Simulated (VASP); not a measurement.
# TlPd (F-43m) in VASP: notebook, part 2 of 2

VASP 6.6.1.

### 4 Single point, HSE06

The input, POSCAR:

```
TlPd
1.0
    0.0000000000      2.9133336200      2.9133336200
    2.9133336200      0.0000000000      2.9133336200
    2.9133336200      2.9133336200      0.0000000000
Tl Pd
1 1
Direct
    0.2500000000      0.2500000000      0.2500000000
    0.0000000000      0.0000000000      0.0000000000
```

The input, INCAR.step1:

```
SYSTEM = TlPd
PREC = Accurate ; ENCUT = 520
EDIFF = 1E-5 ; ISMEAR = 0
SIGMA = 0.05 ; LREAL = .False.
LASPH = .True. ; NELM = 60
ALGO = Normal ; ISIF = 2
LWAVE = .True. ; LCHARG = .False.
GGA = PE ; NBANDS = 18
```

The input, INCAR.step2:

```
SYSTEM = TlPd
PREC = Accurate ; ENCUT = 520
EDIFF = 1E-6 ; ISMEAR = 0
SIGMA = 0.05 ; LREAL = .False.
LASPH = .True. ; NELM = 60
ALGO = Normal ; ISIF = 2
LWAVE = .False. ; LCHARG = .False.
GGA = PE ; LHFCALC = .True.
HFSCREEN = 0.2079 ; PRECFOCK = Normal
ISTART = 1 ; NBANDS = 18
```

The input, KPOINTS:

```
regular mesh
0
Gamma
  4 4 4
  0 0 0
```

Potentials or basis: VASP PAW PBE potentials, release 64 (Tl_d, Pd).

On the command line:

```
$ cat potpaw_PBE.64/Tl_d/POTCAR potpaw_PBE.64/Pd/POTCAR > POTCAR
$ cp INCAR.step1 INCAR
$ mpirun -np 1 vasp_std > vasp.out
$ cp INCAR.step2 INCAR
$ mpirun -np 1 vasp_std > vasp.out
```

OUTCAR:

```text
SYSTEM = TlPd
   PREC = Accurate
   ENCUT = 520
   EDIFF = 1E-6
   ISMEAR = 0
   LREAL = .False.
   LASPH = .True.
   NELM = 60
   ISIF = 2
   GGA = PE
   LHFCALC = .True.
   HFSCREEN = 0.2079
   PRECFOCK = Normal
   ISTART = 1

 ion  position               nearest neighbor table
   1  0.250  0.250  0.250-   2 2.52   2 2.52   2 2.52   2 2.52
   2  0.000  0.000  0.000-   1 2.52   1 2.52   1 2.52   1 2.52

  LATTYP: Found a face centered cubic cell.
 ALAT       =     5.8266672400

[... 346 lines left out ...]

------------------------ aborting loop because EDIFF is reached ----------------------------------------

  FORCE on cell =-STRESS in cart. coord.  units (eV):
  Direction    XX          YY          ZZ          XY          YZ          ZX
  --------------------------------------------------------------------------------------
  -------------------------------------------------------------------------------------
  Total        4.3345557      4.3345557      4.3345557      0.0000000      0.0000000      0.0000000
  in kB      140.4282589    140.4282589    140.4282589      0.0000000      0.0000000      0.0000000
  external PRESSURE =     140.4282589 kB  Pullay stress =       0.0000000 kB

 VOLUME and BASIS-vectors are now :
 -----------------------------------------------------------------------------
  energy-cutoff  :      520.00
  volume of cell :       49.45
      direct lattice vectors                 reciprocal lattice vectors
     0.000000000  2.913333620  2.913333620    -0.171624697  0.171624697  0.171624697
     2.913333620  0.000000000  2.913333620     0.171624697 -0.171624697  0.171624697
     2.913333620  2.913333620  0.000000000     0.171624697  0.171624697 -0.171624697

 POSITION                                       TOTAL-FORCE (eV/Angst)
 -----------------------------------------------------------------------------------
      1.45667      1.45667      1.45667        -0.000000      0.000000     -0.000000
      0.00000      0.00000      0.00000         0.000000     -0.000000      0.000000
 -----------------------------------------------------------------------------------
    total drift:                                0.000021      0.000043      0.000023

  FREE ENERGIE OF THE ION-ELECTRON SYSTEM (eV)
  ---------------------------------------------------
  free  energy   TOTEN  =        -7.7442077058 eV

  energy  without entropy=       -7.7399503444  energy(sigma->0) =       -7.74207903
```

OSZICAR.step1:

```text
N       E                     dE             d eps       ncg     rms          rms(c)
DAV:   1     0.121256562458E+03    0.12126E+03   -0.11387E+04   288   0.115E+03
DAV:   2    -0.391350982506E+01   -0.12517E+03   -0.12115E+03   296   0.274E+02
DAV:   3    -0.645912669989E+01   -0.25456E+01   -0.25376E+01   344   0.380E+01
DAV:   4    -0.648094174991E+01   -0.21815E-01   -0.21811E-01   312   0.339E+00
DAV:   5    -0.648148023605E+01   -0.53849E-03   -0.53848E-03   324   0.528E-01    0.956E+00
DAV:   6    -0.639416481567E+01    0.87315E-01   -0.16886E-01   318   0.434E+00    0.647E+00
DAV:   7    -0.637942714351E+01    0.14738E-01   -0.11843E-01   304   0.311E+00    0.182E+00
DAV:   8    -0.637146596839E+01    0.79612E-02   -0.24132E-02   300   0.138E+00    0.265E-01
DAV:   9    -0.637110844088E+01    0.35753E-03   -0.20759E-03   304   0.423E-01    0.512E-02
DAV:  10    -0.637116356117E+01   -0.55120E-04   -0.16622E-04   304   0.113E-01    0.246E-02
DAV:  11    -0.637115795179E+01    0.56094E-05   -0.52437E-05   308   0.761E-02
   1 F= -.63711580E+01 E0= -.63688344E+01  d E =-.464703E-02
```

It took 7.7 min on 1 thread of AMD EPYC 9R45 (Zen 5), shared host; peak memory 0.26 GiB.

What came out:

- Free energy: -7.7442 eV
- Pressure: 14.0 GPa
- Band gap on the k mesh: zero (an odd number of electrons rules out a gap without spin polarisation)

Levels at points of the mesh, in eV from the Fermi level:
```csv
k point,band 7,band 8,band 9,band 10,band 11,band 12,band 13,band 14,band 15,band 16
"(0.00, 0.00, 0.00)",-3.56,-3.56,-3.56,-2.59,-2.59,8.17,9.14,9.14,9.14,10.55
"(0.50, 0.00, 0.00)",-3.36,-3.36,-2.60,-2.54,-2.54,-1.32,6.21,6.21,8.48,10.71
"(0.50, 0.50, 0.00)",-4.11,-2.79,-2.56,-2.56,-1.68,0.08,2.64,2.64,7.22,8.03
```

Caveat: the k points lie up to 0.47 Å⁻¹ apart, too coarse for converged energies and pressures of a metal; the PAW data sets were made with another functional, which shifts forces and pressure a little; spin-orbit coupling is left out, which moves the levels of the heavy elements.

### 5 Single point, r2SCAN, non-collinear spin, zero start, spin-orbit coupling

POSCAR is that of step 4.

The input, INCAR.step1:

```
ALGO     = Normal         # electronic algorithm
EDIFF    = 1E-4           # SCF threshold, eV
ENCUT    = 520            # plane-wave cutoff, eV
GGA      = PE             # functional
GGA_COMPAT= False        
ISMEAR   = 1              # smearing method
LASPH    = True           # aspherical terms in the spheres
LCHARG   = False          # write CHGCAR
LMAXMIX  = 4              # l up to which the mixer works
LREAL    = False          # projectors in reciprocal space
LSORBIT  = True           # spin-orbit coupling
LWAVE    = True           # write WAVECAR
MAGMOM   = 0 0 0 0 0 0    # initial moments
NBANDS   = 35             # bands
NELM     = 150            # most SCF steps
PREC     = Accurate       # precision mode
SIGMA    = 0.05           # smearing width, eV
```

The input, INCAR.step2:

```
ALGO     = Normal         # electronic algorithm
EDIFF    = 1E-6           # SCF threshold, eV
ENCUT    = 520            # plane-wave cutoff, eV
GGA_COMPAT= False        
ISIF     = 2              # what is computed and relaxed
ISMEAR   = 1              # smearing method
ISTART   = 1            
LASPH    = True           # aspherical terms in the spheres
LCHARG   = True           # write CHGCAR
LMAXMIX  = 4              # l up to which the mixer works
LMIXTAU  = True         
LORBIT   = 11             # projections on sites
LORBMOM  = True         
LREAL    = False          # projectors in reciprocal space
LSORBIT  = True           # spin-orbit coupling
LVHAR    = True         
LWAVE    = False          # write WAVECAR
MAGMOM   = 0 0 0 0 0 0    # initial moments
METAGGA  = R2SCAN         # meta-GGA
NBANDS   = 35             # bands
NELM     = 150            # most SCF steps
PREC     = Accurate       # precision mode
SIGMA    = 0.05           # smearing width, eV
```

The input, KPOINTS:

```
k-points
0
Gamma
  9 9 9
```

Potentials or basis: VASP PAW PBE potentials, release 64 (Tl_d, Pd).

On the command line:

```
$ cat potpaw_PBE.64/Tl_d/POTCAR potpaw_PBE.64/Pd/POTCAR > POTCAR
$ cp INCAR.step1 INCAR
$ mpirun -np 1 vasp_ncl > vasp.out
$ cp INCAR.step2 INCAR
$ mpirun -np 1 vasp_ncl > vasp.out
```

OUTCAR:

```text
EDIFF = 1E-6
   ENCUT = 520
   ISIF = 2
   ISMEAR = 1
   ISTART = 1
   LASPH = True
   LORBIT = 11
   LREAL = False
   LSORBIT = True
   METAGGA = R2SCAN
   NELM = 150
   PREC = Accurate

 ion  position               nearest neighbor table
   1  0.250  0.250  0.250-   2 2.52   2 2.52   2 2.52   2 2.52
   2  0.000  0.000  0.000-   1 2.52   1 2.52   1 2.52   1 2.52

  LATTYP: Found a face centered cubic cell.
 ALAT       =     5.8266672400

  Lattice vectors:

 A1 = (   0.0000000000,   2.9133336200,   2.9133336200)
 A2 = (   2.9133336200,   0.0000000000,   2.9133336200)
 A3 = (   2.9133336200,   2.9133336200,   0.0000000000)

Analysis of symmetry for initial positions (statically):
=====================================================================
 Subroutine PRICEL returns:
 Original cell was already a primitive cell.

 Routine SETGRP: Setting up the symmetry group for a
 face centered cubic supercell.

 Subroutine GETGRP returns: Found 24 space group operations
 (whereof 24 operations were pure point group operations)
 out of a pool of 48 trial point group operations.

The static configuration has the point symmetry T_d .

Analysis of symmetry for dynamics (positions and initial velocities):
=====================================================================
 Subroutine PRICEL returns:
 Original cell was already a primitive cell.

 Routine SETGRP: Setting up the symmetry group for a
 face centered cubic supercell.

 Subroutine GETGRP returns: Found 24 space group operations
 (whereof 24 operations were pure point group operations)
 out of a pool of 48 trial point group operations.

The dynamic configuration has the point symmetry T_d .

Analysis of structural, dynamic, and magnetic symmetry:
=====================================================================
 Subroutine PRICEL returns:
 Original cell was already a primitive cell.

 Routine SETGRP: Setting up the symmetry group for a
[... 1118 lines left out ...]

 # of ion     p       d       tot
 ----------------------------------------
  1        -0.000   0.000   0.000
  2        -0.000  -0.000  -0.000
 ----------------------------------------
           -0.000   0.000   0.000

 orbital moment (z)

 # of ion     p       d       tot
 ----------------------------------------
  1        -0.000   0.000  -0.000
  2        -0.000  -0.000  -0.000
 ----------------------------------------
           -0.000  -0.000  -0.000

 Spin-Orbit-Coupling matrix elements

 Ion:    1  E_soc:     -0.6755300
 l=   1
     0.0000000    -0.0632165    -0.0632165
    -0.0632165     0.0000000    -0.0632165
    -0.0632165    -0.0632165     0.0000000
 l=   2
     0.0000000    -0.0099991     0.0000000    -0.0099991    -0.0393728
    -0.0099991     0.0000000    -0.0295296    -0.0099991    -0.0098432
     0.0000000    -0.0295296     0.0000000    -0.0295296     0.0000000
    -0.0099991    -0.0099991    -0.0295296     0.0000000    -0.0098432
    -0.0393728    -0.0098432     0.0000000    -0.0098432     0.0000000
 l=   3
     0.0000000     0.0000000     0.0000000     0.0000000     0.0000000     0.0000000     0.0000000
     0.0000000     0.0000000     0.0000000     0.0000000     0.0000000     0.0000000     0.0000000
     0.0000000     0.0000000     0.0000000     0.0000000     0.0000000     0.0000000     0.0000000
     0.0000000     0.0000000     0.0000000     0.0000000     0.0000000     0.0000000     0.0000000
     0.0000000     0.0000000     0.0000000     0.0000000     0.0000000     0.0000000     0.0000000
     0.0000000     0.0000000     0.0000000     0.0000000     0.0000000     0.0000000     0.0000000
     0.0000000     0.0000000     0.0000000     0.0000000     0.0000000     0.0000000     0.0000000

 Ion:    2  E_soc:     -0.0668923
 l=   1
     0.0000000    -0.0003509    -0.0003509
    -0.0003509     0.0000000    -0.0003509
    -0.0003509    -0.0003509     0.0000000
 l=   2
     0.0000000    -0.0030111     0.0000000    -0.0030111    -0.0077867
    -0.0030111     0.0000000    -0.0058400    -0.0030111    -0.0019467
     0.0000000    -0.0058400     0.0000000    -0.0058400     0.0000000
    -0.0030111    -0.0030111    -0.0058400     0.0000000    -0.0019467
    -0.0077867    -0.0019467     0.0000000    -0.0019467     0.0000000
 l=   3
     0.0000000     0.0000000     0.0000000     0.0000000     0.0000000     0.0000000     0.0000000
     0.0000000     0.0000000     0.0000000     0.0000000     0.0000000     0.0000000     0.0000000
     0.0000000     0.0000000     0.0000000     0.0000000     0.0000000     0.0000000     0.0000000
     0.0000000     0.0000000     0.0000000     0.0000000     0.0000000     0.0000000     0.0000000
     0.0000000     0.0000000     0.0000000     0.0000000     0.0000000     0.0000000     0.0000000
     0.0000000     0.0000000     0.0000000     0.0000000     0.0000000     0.0000000     0.0000000
     0.0000000     0.0000000     0.0000000     0.0000000     0.0000000     0.0000000     0.0000000

 total charge

# of ion       s       p       d       tot
------------------------------------------
    1        1.111   0.644   9.684  11.439
    2        0.557   0.311   8.778   9.646
--------------------------------------------------
tot          1.668   0.955  18.462  21.085

 magnetization (x)

# of ion       s       p       d       tot
------------------------------------------
    1       -0.000  -0.000   0.000  -0.000
    2       -0.000  -0.000  -0.000  -0.000
--------------------------------------------------
tot         -0.000  -0.000  -0.000  -0.000

 magnetization (y)

# of ion       s       p       d       tot
------------------------------------------
    1        0.000   0.000   0.000   0.000
    2        0.000   0.000   0.000   0.000
--------------------------------------------------
tot          0.000   0.000   0.000   0.000

 magnetization (z)

# of ion       s       p       d       tot
------------------------------------------
    1        0.000  -0.000   0.000   0.000
    2        0.000  -0.000  -0.000  -0.000
--------------------------------------------------
tot          0.000  -0.000  -0.000  -0.000
```

OUTCAR.step1:

```text
EDIFF = 1E-4
   ENCUT = 520
   GGA = PE
   ISMEAR = 1
   LASPH = True
   LREAL = False
   LSORBIT = True
   NELM = 150
[... 1197 lines left out ...]
     0.0000000     0.0000000     0.0000000     0.0000000     0.0000000     0.0000000     0.0000000
     0.0000000     0.0000000     0.0000000     0.0000000     0.0000000     0.0000000     0.0000000
     0.0000000     0.0000000     0.0000000     0.0000000     0.0000000     0.0000000     0.0000000
     0.0000000     0.0000000     0.0000000     0.0000000     0.0000000     0.0000000     0.0000000
     0.0000000     0.0000000     0.0000000     0.0000000     0.0000000     0.0000000     0.0000000

=======================================================================

 ========================================================
```

OSZICAR.step1:

```text
N       E                     dE             d eps       ncg     rms          rms(c)
DAV:   1     0.141571331428E+03    0.14157E+03   -0.11585E+04  3858   0.123E+03
DAV:   2    -0.311369780784E+01   -0.14469E+03   -0.13642E+03  4087   0.303E+02
DAV:   3    -0.685115615671E+01   -0.37375E+01   -0.37088E+01  4552   0.486E+01
DAV:   4    -0.689096421728E+01   -0.39808E-01   -0.39798E-01  4487   0.477E+00
DAV:   5    -0.689180949391E+01   -0.84528E-03   -0.84525E-03  4462   0.710E-01    0.106E+01
DAV:   6    -0.681094468541E+01    0.80865E-01   -0.12111E-01  4221   0.405E+00    0.696E+00
DAV:   7    -0.679442567996E+01    0.16519E-01   -0.76367E-02  4306   0.285E+00    0.258E+00
DAV:   8    -0.678908908736E+01    0.53366E-02   -0.10095E-02  4250   0.110E+00    0.375E-01
DAV:   9    -0.678868632823E+01    0.40276E-03   -0.21220E-03  4462   0.404E-01    0.167E-01
DAV:  10    -0.678866058752E+01    0.25741E-04   -0.23274E-04  4203   0.169E-01
   1 F= -.67886606E+01 E0= -.67886385E+01  d E =-.661897E-04  mag=     0.0000    -0.0000     0.0000
```

It took 8.7 min on 1 thread of AMD EPYC 9R45 (Zen 5), shared host; peak memory 0.42 GiB.

What came out:

| Property | Result |
| --- | --- |
| Free energy | -75.5988 eV |
| Pressure | 13.0 GPa |
| Net moment | 0.00 μB per cell |
| Valence electrons inside the program's atomic spheres | Tl 11.44; Pd 9.65 |

Moments on the atoms (μB; x, y, z):
```
Tl  0.00 0.00 0.00
Pd  0.00 0.00 0.00
```

Caveat: the cell stands under pressure; the PAW data sets were made with another functional, which shifts forces and pressure a little.

### 6 The runs side by side

| level | spin | k mesh | smearing | grid for exact exchange (PRECFOCK) | share of exact exchange | screening parameter | pressure (GPa) | moment (μB) |
| --- | --- | --- | --- | --- | --- | --- | --- | --- |
| r2SCAN | non-collinear, zero start, SOC | 7 × 7 × 7 | methfessel-paxton 0.05 eV | - | - | - | 13.0 | 0.00 |
| HSE06 | off | 4 × 4 × 4 | gaussian 0.05 eV | Normal | 0.25 | 0.2079 1/Å | 14.0 | - |
| r2SCAN | non-collinear, zero start, SOC | 9 × 9 × 9 | methfessel-paxton 0.05 eV | - | - | - | 13.0 | 0.00 |

Alike in all rows: task single point; potentials or basis VASP PAW PBE potentials, release 64 (Tl_d, Pd); cell as given; cutoff (eV) 520.

Caveats: some runs use coarse meshes; the PAW data sets were made with another functional, which shifts forces and pressure a little; the cell stands under pressure (at least some runs); spin-orbit coupling is left out, which moves the levels of the heavy elements (at least some runs).

Total energies depend on the potentials used, so only differences within one code and one set of settings carry meaning.
